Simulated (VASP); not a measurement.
# ZrS (Fm-3m) in VASP: notebook

The runs below take ZrS through relaxation of cell and atoms, with LDA.

Everything below comes from runs of VASP 6.6.1. Logs are shortened: lines on timing, memory, paths and dates and some standing lists are left out, and cuts for length are marked.

**1. The cell of the first run**

The structure is cubic, space group Fm-3m (No. 225). Conventional cell: a = 5.134 Å, b = 5.134 Å, c = 5.134 Å, α = 90.00°, β = 90.00°, γ = 90.00°. Within 3.4 Å of Zr (site symmetry m-3m) lie 6 S at 2.57 Å. Within 3.4 Å of S (site symmetry m-3m) lie 6 Zr at 2.57 Å.

**2. Relaxation of cell and atoms, LDA**

File INCAR:

```
SYSTEM = ZrS
PREC = Accurate
ENCUT = 600
EDIFF = 1E-6
ISMEAR = -1
SIGMA = 0.15
LREAL = .False.
LASPH = .True.
NELM = 80
ALGO = Normal
ISIF = 3
LWAVE = .False.
LCHARG = .False.
IBRION = 2
NSW = 80
EDIFFG = -0.001
```

File KPOINTS:

```
Automatic mesh
0
Gamma
  14 14 14
  0 0 0
```

File POSCAR:

```
ZrS
1.0
    0.0000000000      2.5667624755      2.5667624755
    2.5667624755      0.0000000000      2.5667624755
    2.5667624755      2.5667624755      0.0000000000
Zr S
1 1
Direct
    0.0000000000      0.0000000000      0.0000000000
    0.5000000000      0.5000000000      0.5000000000
```

Potentials or basis: VASP PAW LDA potentials, release 64 (Zr_sv, S).

The run is started by

```bash
> cat potpaw_LDA.64/Zr_sv/POTCAR potpaw_LDA.64/S/POTCAR > POTCAR
> mpirun -np 1 vasp_std > vasp.out
```

OUTCAR:

```text
SYSTEM = ZrS
   PREC = Accurate
   ENCUT = 600
   EDIFF = 1E-6
   ISMEAR = -1
   LREAL = .False.
   LASPH = .True.
   NELM = 80
   ISIF = 3
   IBRION = 2
   NSW = 80
   EDIFFG = -0.001

 ion  position               nearest neighbor table
   1  0.000  0.000  0.000-   2 2.57   2 2.57   2 2.57   2 2.57   2 2.57   2 2.57
   2  0.500  0.500  0.500-   1 2.57   1 2.57   1 2.57   1 2.57   1 2.57   1 2.57

  LATTYP: Found a face centered cubic cell.
 ALAT       =     5.1335249510

  Lattice vectors:

 A1 = (   0.0000000000,   2.5667624755,   2.5667624755)
 A2 = (   2.5667624755,   0.0000000000,   2.5667624755)
 A3 = (   2.5667624755,   2.5667624755,   0.0000000000)

Analysis of symmetry for initial positions (statically):
=====================================================================
 Subroutine PRICEL returns:
 Original cell was already a primitive cell.

 Routine SETGRP: Setting up the symmetry group for a
 face centered cubic supercell.

 Subroutine GETGRP returns: Found 48 space group operations
 (whereof 48 operations were pure point group operations)
 out of a pool of 48 trial point group operations.

The static configuration has the point symmetry O_h .

Analysis of symmetry for dynamics (positions and initial velocities):
=====================================================================
 Subroutine PRICEL returns:
 Original cell was already a primitive cell.

 Routine SETGRP: Setting up the symmetry group for a
 face centered cubic supercell.

 Subroutine GETGRP returns: Found 48 space group operations
 (whereof 48 operations were pure point group operations)
 out of a pool of 48 trial point group operations.

The dynamic configuration has the point symmetry O_h .

 Subroutine INISYM returns: Found 48 space group operations
 (whereof 48 operations are pure point group operations),
 and found     1 'primitive' translations

----------------------------------------------------------------------------------------

                                     Primitive cell

  volume of cell :      33.8210

  direct lattice vectors                    reciprocal lattice vectors
     0.000000000  2.566762476  2.566762476    -0.194797923  0.194797923  0.194797923
     2.566762476  0.000000000  2.566762476     0.194797923 -0.194797923  0.194797923
     2.566762476  2.566762476  0.000000000     0.194797923  0.194797923 -0.194797923

  length of vectors
     3.629950304  3.629950304  3.629950304     0.337399900  0.337399900  0.337399900

  position of ions in fractional coordinates (direct lattice)
[... 102 lines left out ...]
  Thomas-Fermi vector in A             =   2.456060
   LORBIT       =      0    0 simple, 1 ext, 2 COOP (PROOUT), +10 PAW based schemes
   GGA     = CA    functional components
   LHFCALC =     F    Hartree Fock is set to
   AEXX    =    0.0000 exact exchange contribution
   IVDW    =     0    specifies the selected vdW correction
   LEPSILON=     F    determine dielectric tensor
   LRPA    =     F    only Hartree local field effects (RPA)
 conjugate gradient relaxation of ions
 non-spin polarized calculation
  energy-cutoff  :      600.00
  volume of cell :       33.82
 maximum number of plane-waves:      1158
 NGX is ok and might be reduce to    30
   NGX = 15   NGY = 15   NGZ = 15

--------------------------------------- Ionic step        1  -------------------------------------------

 number of electron      18.0000001 magnetization

 Free energy of the ion-electron system (eV)
  ---------------------------------------------------
  ext. energy  EPLUGINS =         0.00000000
  ---------------------------------------------------
  free energy    TOTEN  =       -17.20637530 eV

  energy without entropy =      -17.11298464  energy(sigma->0) =      -17.15967997

------------------------ aborting loop because EDIFF is reached ----------------------------------------

  FORCE on cell =-STRESS in cart. coord.  units (eV):
  Direction    XX          YY          ZZ          XY          YZ          ZX
  --------------------------------------------------------------------------------------
  -------------------------------------------------------------------------------------
  Total        0.1187070      0.1187070      0.1187070     -0.0000000      0.0000000     -0.0000000
  in kB        5.6234100      5.6234100      5.6234100     -0.0000000      0.0000000     -0.0000000
  external PRESSURE =       5.6234100 kB  Pullay stress =       0.0000000 kB
[... 59 lines left out ...]
--------------------------------------- Ionic step        3  -------------------------------------------

 number of electron      18.0000001 magnetization

 Free energy of the ion-electron system (eV)
  ---------------------------------------------------
  ext. energy  EPLUGINS =         0.00000000
  ---------------------------------------------------
  free energy    TOTEN  =       -17.20658806 eV

  energy without entropy =      -17.11275402  energy(sigma->0) =      -17.15967104

 E-fermi :  11.3204     XC(G=0): -11.8395

 val. band max:       11.3156457511   @ k =   0.0714   0.0714   0.0000
 cond. band min:      11.3261660952   @ k =  -0.2857   0.0714   0.0000
 fundamental gap:      0.0105203441
 Fermi energy:        11.3204303359

 k-point     1 :       0.0000    0.0000    0.0000
  band No.  band energies     occupation
      1     -38.2130      2.00000
      2     -16.3327      2.00000
      3     -16.3327      2.00000
      4     -16.3327      2.00000
      5      -4.6927      2.00000
      6       7.8423      2.00000
      7       7.8423      2.00000
      8       7.8423      2.00000
      9       9.8322      1.99990
     10       9.8322      1.99990
     11       9.8322      1.99990
     12      10.5697      1.98668
     13      10.5697      1.98668
[... 354 lines left out ...]
  band No.  band energies     occupation
      1     -38.1910      2.00000
      2     -16.5580      2.00000
      3     -16.3833      2.00000
      4     -16.3758      2.00000
      5      -3.8587      2.00000
      6       4.6724      2.00000
      7       6.2428      2.00000
      8       6.5142      2.00000
      9       9.5277      1.99999
     10      11.5576      0.34126
     11      12.0410      0.01626
     12      12.7294      0.00017
     13      13.8609      0.00000

 [... further k-points ...]

------------------------ aborting loop because EDIFF is reached ----------------------------------------

  FORCE on cell =-STRESS in cart. coord.  units (eV):
  Direction    XX          YY          ZZ          XY          YZ          ZX
  --------------------------------------------------------------------------------------
  -------------------------------------------------------------------------------------
  Total       -0.0003375     -0.0003375     -0.0003375      0.0000000      0.0000000     -0.0000000
  in kB       -0.0159321     -0.0159321     -0.0159321      0.0000000      0.0000000     -0.0000000
  external PRESSURE =      -0.0159321 kB  Pullay stress =       0.0000000 kB
[... 17 lines left out ...]
  FREE ENERGIE OF THE ION-ELECTRON SYSTEM (eV)
  ---------------------------------------------------
  free  energy   TOTEN  =       -17.2065880571 eV

  energy  without entropy=      -17.1127540234  energy(sigma->0) =      -17.15967104

 reached required accuracy - stopping structural energy minimisation
```

CONTCAR:

```text
ZrS
   1.00000000000000
    -0.0000000000000000    2.5698445051033794    2.5698445051033794
     2.5698445051033794    0.0000000000000000    2.5698445051033794
     2.5698445051033794    2.5698445051033794   -0.0000000000000000
  Zr              S
     1     1
Direct
     0.0000000000000000    0.0000000000000000    0.0000000000000000
     0.5000000000000000    0.5000000000000000    0.5000000000000000

  0.00000000E+00  0.00000000E+00  0.00000000E+00
  0.00000000E+00  0.00000000E+00  0.00000000E+00
```

It took 3.6 min on 1 thread of Intel Xeon 8259CL, shared host; peak memory 0.2 GiB.

What came out:

* Free energy: -17.2066 eV
* Relaxed volume: 16.97 Å³/atom
* Relaxed cell: a = 3.634 Å, b = 3.634 Å, c = 3.634 Å, α = 60.00°, β = 60.00°, γ = 60.00°
* Space group after relaxing (to 0.1 Å): Fm-3m (No. 225)
* Energy gained by relaxing: 0.1 meV/atom
* Ionic steps: 3
* Pressure after relaxing: 0.0 GPa

Step by step:
```csv
step,energy change (eV),largest force (eV/Å),pressure (GPa),volume (Å³)
1,0.0000,0.0000,0.56,33.82
2,0.0002,0.0000,-0.76,34.11
3,-0.0002,0.0000,0.00,33.94
```

Final structure:
```
Zr S
1.0
     0.00000    2.56984    2.56984
     2.56984    0.00000    2.56984
     2.56984    2.56984    0.00000
Zr S
1 1
Cartesian
  0.0000 0.0000 0.0000
  2.5698 2.5698 2.5698
```

Caveat: the highest band is partly filled, so the run has too few bands.

**3. Relaxation of cell and atoms, LDA**

This run uses another cell than the first one, of 16.96 Å³/atom.

File INCAR:

```
SYSTEM = ZrS
PREC = Accurate
ENCUT = 600
EDIFF = 1E-6
ISMEAR = 0
SIGMA = 0.1
LREAL = .FALSE.
LASPH = .TRUE.
NELM = 80
ALGO = Normal
ISIF = 3
LWAVE = .FALSE.
LCHARG = .FALSE.
GGA = CA
IBRION = 2
NSW = 100
EDIFFG = -0.005
```

File KPOINTS:

```
regular mesh
0
G
  14 14 14
  0 0 0
```

File POSCAR:

```
ZrS
1.0
    0.0000000000      2.5690932210      2.5690932210
    2.5690932210      0.0000000000      2.5690932210
    2.5690932210      2.5690932210      0.0000000000
Zr S
1 1
Direct
    0.0000000000      0.0000000000      0.0000000000
    0.5000000000      0.5000000000      0.5000000000
```

Potentials or basis: VASP PAW LDA potentials, release 64 (Zr_sv, S).

The run is started by

```bash
> cat potpaw_LDA.64/Zr_sv/POTCAR potpaw_LDA.64/S/POTCAR > POTCAR
> mpirun -np 1 vasp_std > vasp.out
```

It took 3.2 min on 1 thread of Intel Xeon 8259CL, shared host; peak memory 0.2 GiB.

Results (log left out):

* Free energy: -17.1619 eV
* Relaxed volume: 16.94 Å³/atom
* Relaxed cell: a = 3.632 Å, b = 3.632 Å, c = 3.632 Å, α = 60.00°, β = 60.00°, γ = 60.00°
* Space group after relaxing (to 0.1 Å): Fm-3m (No. 225)
* Energy gained by relaxing: 0.0 meV/atom
* Ionic steps: 3
* Pressure after relaxing: 0.0 GPa

Final structure:
```yaml
crystal:
  lattice:
    - [0.00000, 2.56837, 2.56837]
    - [2.56837, 0.00000, 2.56837]
    - [2.56837, 2.56837, 0.00000]
  atoms:
    - { symbol: Zr, position: [0.00000, 0.00000, 0.00000] }
    - { symbol: S, position: [0.50000, 0.50000, 0.50000] }
```

Levels at points of the mesh, in eV from the Fermi level:
```csv
k point,band 5,band 6,band 7,band 8,band 9,band 10,band 11,band 12,band 13
"(0.00, 0.00, 0.00)",-16.04,-3.50,-3.50,-3.50,-1.52,-1.52,-1.52,-0.78,-0.78
"(0.50, 0.00, 0.00)",-14.23,-8.31,-6.20,-6.20,1.60,1.60,1.99,2.00,6.01
"(0.50, 0.50, 0.00)",-15.15,-6.30,-4.45,-4.45,-3.76,0.52,2.59,2.59,3.08
```

Caveat: the highest band is partly filled, so the run has too few bands.
